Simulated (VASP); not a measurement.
## TiAl: single point with PBEsol

TiAl:

```
Ti Al
1.0
     2.98990    0.00000    0.00000
    -1.49495    2.58933    0.00000
     0.00000    0.00000    4.98870
Ti Al
1 1
Direct
  0.00000 0.00000 0.00000
  0.33333 0.66667 0.50000
```

```json
{"Program": "VASP 6.6.1", "Task": "single point", "Functional": "PBEsol", "Potentials or basis": "VASP PAW PBE potentials, release 64 (Ti_sv, Al)", "Cutoff": "520 eV", "k mesh": "18 × 18 × 10", "Occupations": "gaussian, width 0.15 eV", "Spin": "no spin polarisation", "Dipole correction": "no", "Further INCAR settings": "ALGO = Fast; EDIFF = 1e-06; NBANDS = 14"}
```

```yaml
Pressure: -14.0 GPa
Band_gap_on_the_k_mesh: zero (an odd number of electrons rules out a gap without spin polarisation)
```

Stress tensor (GPa, compression positive):
```
-12.43   0.00   0.00
  0.00 -12.43   0.00
  0.00   0.00 -17.11
```

Levels at points of the mesh, in eV from the Fermi level:
```tsv
k point	band 4	band 5	band 6	band 7	band 8	band 9	band 10	band 11
(0.00, 0.00, 0.00)	-32.71	-8.27	-2.25	-1.86	1.10	1.10	2.34	2.34
(0.50, 0.00, 0.00)	-32.80	-3.33	-2.70	-1.25	-0.83	1.81	3.30	3.33
(0.00, 0.00, 0.50)	-32.71	-7.56	-4.95	-0.45	1.11	1.11	2.29	2.29
(0.50, 0.00, 0.50)	-32.80	-3.27	-2.27	-1.59	0.37	0.82	1.66	2.23
```

It took 5.6 min on 1 thread of Intel Xeon 8259CL (shared host), peak memory 0.26 GiB.

Caveat: the cell stands under tension; the PAW data sets were made with another functional, which shifts forces and pressure a little.
